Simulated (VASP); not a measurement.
Here is a VASP 6.6.1 calculation.

Contents of INCAR:

```
SYSTEM = BiO
ALGO = Normal ; EDIFF = 1E-7
EDIFFG = -0.08 ; ENCUT = 600
GGA = PE ; GGA_COMPAT = .FALSE.
IBRION = 2 ; ISIF = 3
ISMEAR = 0 ; LASPH = .TRUE.
LCHARG = .FALSE. ; LREAL = .FALSE.
LWAVE = .FALSE. ; NELM = 120
NELMIN = 4 ; NSW = 36
PREC = Accurate ; SIGMA = 0.2
```

Contents of KPOINTS:

```
k-points
0
G
  5 5 6
  0 0 0
```

POSCAR

```
BiO
1.0
    3.5998245500      0.0000000000      0.0000000000
    0.0000000000      3.5998245500      0.0000000000
    0.0000000000      0.0000000000      3.4568780100
Bi O
1 1
Direct
    0.0000000000      0.0000000000      0.0000000000
    0.5000000000      0.5000000000      0.0000000000
```

Potentials or basis: VASP PAW PBE potentials, release 64 (Bi_d, O).

The run is started by

```console
$ cat potpaw_PBE.64/Bi_d/POTCAR potpaw_PBE.64/O/POTCAR > POTCAR
$ mpirun -np 1 vasp_std > vasp.out
```

Q: Predict the relaxed cell.

A: a = 3.432 Å, b = 3.432 Å, c = 3.360 Å, α = 90.00°, β = 90.00°, γ = 90.00°.

Q: Predict the space group after relaxing (to 0.05 Å).

A: P4/mmm (No. 123).

Q: What does it give for the relaxed volume?

A: 19.79 Å³/atom.

Final structure:
```
CELL_PARAMETERS angstrom
3.43232 0.00000 0.00000
0.00000 3.43232 0.00000
0.00000 0.00000 3.36043
ATOMIC_POSITIONS crystal
Bi 0.00000 0.00000 0.00000
O 0.50000 0.50000 0.00000
```

Caveat: an odd number of electrons without spin polarisation forces a metal; a magnetic or distorted state may lie lower.
